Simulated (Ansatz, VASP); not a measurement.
**Two plane-wave programs on Ge**

```
Ge
1.0
     3.99697    0.00000    0.00000
    -1.99848    3.47878    0.00000
     0.00000    0.00000    6.59637
Ge
4
Direct
  0.66667 0.33333 0.06291
  0.33333 0.66667 0.56291
  0.66667 0.33333 0.43709
  0.33333 0.66667 0.93709
```

Change from the starting cell: strain +0.0050 x Voigt [0, 1, 0, 0, 0, 0], atoms carried along.

Alike in both runs: task single point; functional PBEsol; k mesh 12 × 12 × 8; occupations gaussian, width 0.15 eV; no spin polarisation.

```csv
,VASP,Ansatz
version,VASP 6.6.1,Ansatz 0.2.0
potentials or method,"VASP PAW PBE potentials, release 64 (Ge_d), cutoff 520 eV","scalar-relativistic, plane waves, PAW"
valence electrons in the cell,56,56
```

VASP gave:

* pressure (GPa): -0.4
* traceless stress, the component that is largest in VASP (GPa): -0.47
* rms of the force components (eV/Å): 0.026

Task: Estimate Ansatz's values.

Result: Pressure (GPa): -0.3; traceless stress, the component that is largest in VASP (GPa): -0.47; rms of the force components (eV/Å): 0.026.

VASP's potentials were made for PBE, not for PBEsol. Atom by atom the forces differ by 0.000 eV/Å (rms over components).
